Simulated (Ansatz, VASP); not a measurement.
## One calculation of Bi, two programs

File INCAR:

```
SYSTEM = Bi
PREC = Accurate
ENCUT = 520
EDIFF = 1E-6
ISMEAR = -1
SIGMA = 0.1
LREAL = .False.
LASPH = .True.
NELM = 100
ALGO = Normal
ISIF = 2
LWAVE = .False.
LCHARG = .True.
GGA = RE
LELF = .True.
LVHAR = .True.
NBANDS = 14
```

File KPOINTS:

```
Automatic mesh
0
Gamma
  12 12 12
  0 0 0
```

File POSCAR:

```
Bi
1.0
   -1.9227693802      1.9227693802      1.9227693802
    1.9227693802     -1.9227693802      1.9227693802
    1.9227693802      1.9227693802     -1.9227693802
Bi
1
Direct
    0.0000000000      0.0000000000      0.0000000000
```

Input for Ansatz:

```yaml
crystal:
  lattice:
    - [-1.9227693802, 1.9227693802, 1.9227693802]
    - [1.9227693802, -1.9227693802, 1.9227693802]
    - [1.9227693802, 1.9227693802, -1.9227693802]
  atoms:
    - { symbol: Bi, position: [0.0, 0.0, 0.0] }
hamiltonian:
  xc: revpbe
  pseudopotentials:
    kind: paw
    azcp:
      Bi: "pseudopotentials/Bi.paw.azcp"
basis:
  ecutwfc: 420
  fft_grid_basis: typed
kpoints:
  mp_grid: { grid: [12, 12, 12], shift: [0, 0, 0] }
magnetization:
  spin_polarized: false
scf:
  occupations: { method: fermi_dirac, width: 0.1 }
  lower_state_search: "off"
output:
  stress: true
  write_density: true
  write_potential: true
  elf: true
  volumetric_format: npy
```

Alike in both runs: task single point; functional revPBE; k mesh 12 × 12 × 12; occupations fermi-dirac, width 0.1 eV; no spin polarisation.

|  | VASP | Ansatz |
| --- | --- | --- |
| version | VASP 6.6.1 | Ansatz 0.2.0 |
| potentials or method | VASP PAW PBE potentials, release 64 (Bi_d), cutoff 520 eV | plane waves (420 eV) with PAW, scalar-relativistic |
| valence electrons in the cell | 15 | 15 |

|  | VASP | Ansatz | Ansatz less VASP |
| --- | --- | --- | --- |
| pressure (GPa) | 7.9 | 7.9 | +0.07 |

VASP's potentials were made for PBE, not for revPBE.

Spin-orbit coupling is off throughout.
